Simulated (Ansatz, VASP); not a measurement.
# CdSe in VASP and in Ansatz

File INCAR:

```
ALGO     = Normal         # electronic algorithm
EDIFF    = 1E-8           # SCF threshold, eV
ENCUT    = 520            # plane-wave cutoff, eV
GGA      = PE             # functional
ISIF     = 2              # what is computed and relaxed
ISMEAR   = -1             # smearing method
LASPH    = T              # aspherical terms in the spheres
LCHARG   = F              # write CHGCAR
LEFG     = T            
LREAL    = F              # projectors in reciprocal space
LWAVE    = F              # write WAVECAR
NBANDS   = 26             # bands
NELM     = 80             # most SCF steps
PREC     = Accurate       # precision mode
SIGMA    = 0.02           # smearing width, eV
```

Contents of KPOINTS:

```
k-points
0
Gamma
  8 8 4
```

Contents of POSCAR:

```
CdSe
1.0
    4.3000000000      0.0000000000      0.0000000000
   -2.1500000000      3.7239092363      0.0000000000
    0.0000000000      0.0000000000      7.0200000000
Cd Se
2 2
Direct
    0.3333333333      0.6666666667      0.0000000000
    0.6666666667      0.3333333333      0.5000000000
    0.3333333333      0.6666666667      0.3850000000
    0.6666666667      0.3333333333      0.8850000000
```

Input for Ansatz:

```yaml
crystal:
  lattice:
    - [4.3, 0.0, 0.0]
    - [-2.15, 3.7239092363, 0.0]
    - [0.0, 0.0, 7.02]
  atoms:
    - { symbol: Cd, position: [0.3333333333, 0.6666666667, 0.0] }
    - { symbol: Cd, position: [0.6666666667, 0.3333333333, 0.5] }
    - { symbol: Se, position: [0.3333333333, 0.6666666667, 0.385] }
    - { symbol: Se, position: [0.6666666667, 0.3333333333, 0.885] }
kpoints:
  mp_grid: { grid: [8, 8, 4] }
scf:
  occupations: { method: fermi_dirac, width: 0.02 }
hamiltonian:
  xc: pbe
  pseudopotentials: { kind: paw }
output:
  forces: true
  stress: true
  populations: true
  efg: { contact_densities: true }
  write_density: true
  write_potential: true
  elf: true
  volumetric_format: npy
```

Alike in both runs: task electric field gradients; functional PBE; k mesh 8 × 8 × 4; occupations fermi-dirac, width 0.02 eV; no spin polarisation.

|  | VASP | Ansatz |
| --- | --- | --- |
| version | VASP 6.6.1 | Ansatz 0.2.0 |
| potentials or method | VASP PAW PBE potentials, release 64 (Cd, Se) | plane-wave PAW, scalar-relativistic |
| plane-wave cutoff (eV) | 520 | 420 |
| valence electrons in the cell | 36 | 72 |

```csv
,VASP,Ansatz,Ansatz less VASP
pressure (GPa),3.3,3.0,-0.33
"traceless stress, the component that is largest in VASP (GPa)",-1.40,-1.34,+0.053
rms of the force components (eV/Å),0.168,0.162,-0.0055
size of Vzz on the site where it differs most (V/Å²),33.2,30.0,-3.23
```

Atom by atom the forces differ by 0.006 eV/Å (rms over components). VASP's potentials hold 36 valence electrons a cell and Ansatz's 72, so a difference there can come from the potentials and not from the codes.
